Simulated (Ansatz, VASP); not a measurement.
## ZnGe3 in VASP and in Ansatz

```
Ge Zn
1.0
     4.22236    0.00000    0.00000
     0.00000    4.22236    0.00000
     0.00000    0.00000    4.22236
Ge Zn
3 1
Direct
  0.50000 0.50000 0.02368
  0.50000 0.00000 0.50000
  0.00000 0.50000 0.50000
  0.00000 0.00000 0.00000
```

Alike in both runs: task single point; functional r2SCAN; k mesh 8 × 8 × 8; occupations gaussian, width 0.02 eV; no spin polarisation.

|  | VASP | Ansatz |
| --- | --- | --- |
| version | VASP 6.6.1 | Ansatz 0.2.0 |
| potentials or method | VASP PAW PBE potentials, release 64 (Ge_d, Zn), cutoff 520 eV | scalar-relativistic, plane waves, PAW |
| valence electrons in the cell | 54 | 54 |

Ansatz gave:

| Quantity | Value |
| --- | --- |
| pressure (GPa) | -3.1 |
| traceless stress, the component that is largest in VASP (GPa) | 0.45 |
| rms of the force components (eV/Å) | 0.063 |

**Question.** What did VASP give for the same quantities?

**Answer.** Pressure (GPa): -3.1; traceless stress, the component that is largest in VASP (GPa): 0.45; rms of the force components (eV/Å): 0.064.

VASP's potentials were made for PBE, not for r2SCAN. Atom by atom the forces differ by 0.002 eV/Å (rms over components). Ansatz's warnings: stress scf threshold loose.
